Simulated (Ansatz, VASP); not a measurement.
NaWSe3: VASP beside Ansatz

The input INCAR:

```
PREC = Accurate
ENCUT = 520
EDIFF = 1E-6
ISMEAR = 0
SIGMA = 0.1
LREAL = F
LASPH = T
NELM = 150
ALGO = Normal
ISIF = 2
LWAVE = F
LCHARG = F
ISPIN = 2
MAGMOM = 0 1.42 0.01 0.01 -0.04
LORBIT = 11
LMAXMIX = 4
GGA = PE
NBANDS = 32
```

KPOINTS

```
Automatic mesh
0
Gamma
  4 4 4
```

POSCAR

```
NaWSe3
1.0
    2.8002823900     -3.5636141500      0.0000000000
    2.8002823900      3.5636141500      0.0000000000
    0.0000000000      0.0000000000      5.9118093400
Na W Se
1 1 3
Direct
    0.5000000000      0.5000000000      0.5000000000
    0.0000000000      0.0000000000      0.0000000000
    0.6592951400      0.3407048600      0.0000000000
    0.3407048600      0.6592951400      0.0000000000
    0.0000000000      0.0000000000      0.5000000000
```

Input for Ansatz:

```yaml
crystal:
  lattice:
    - [2.80028239, -3.56361415, 0.0]
    - [2.80028239, 3.56361415, 0.0]
    - [0.0, 0.0, 5.91180934]
  atoms:
    - { symbol: Na, position: [0.5, 0.5, 0.5] }
    - { symbol: W, position: [0.0, 0.0, 0.0] }
    - { symbol: Se, position: [0.65929514, 0.34070486, 0.0] }
    - { symbol: Se, position: [0.34070486, 0.65929514, 0.0] }
    - { symbol: Se, position: [0.0, 0.0, 0.5] }
basis:
  ecutwfc: 420
kpoints:
  mp_grid: { grid: [4, 4, 4] }
hamiltonian:
  xc: pbe
scf:
  occupations: { method: gaussian, width: 0.1 }
  lower_state_search: "off"
output:
  forces: true
  stress: true
  eigenvalues: true
  populations: true
magnetization:
  spin_polarized: true
```

Alike in both runs: task single point; functional PBE; k mesh 4 × 4 × 4; occupations gaussian, width 0.1 eV; collinear spin.

|  | VASP | Ansatz |
| --- | --- | --- |
| version | VASP 6.6.1 | Ansatz 0.2.0 |
| potentials or method | VASP PAW PBE potentials, release 64 (Na_pv, W_sv, Se), cutoff 520 eV | scalar-relativistic, plane waves, PAW |
| valence electrons in the cell | 39 | 71 |

Ansatz gave:

```
gap on the k mesh at the Fermi level (eV)                     : none
pressure (GPa)                                                : 3.4
traceless stress, the component that is largest in VASP (GPa) : 18.59
rms of the force components (eV/Å)                            : 1.109
net moment per atom (μB)                                      : 0.42
size of the moment on the site where the two differ most (μB) : 1.29
```

Task: Estimate VASP's values.

Result: gap on the k mesh at the Fermi level (eV): none; pressure (GPa): 3.6; traceless stress, the component that is largest in VASP (GPa): 18.75; rms of the force components (eV/Å): 1.118; net moment per atom (μB): 0.42; size of the moment on the site where the two differ most (μB): 1.68.

Site moments also hang on the region over which each program counts them. Atom by atom the forces differ by 0.009 eV/Å (rms over components). A gap of «none» marks a metal or a gap that the smearing closes. VASP's potentials hold 39 valence electrons a cell and Ansatz's 71, so a difference there can come from the potentials and not from the codes. Ansatz's warnings: no starting moments.

Neither program's run includes spin-orbit coupling.
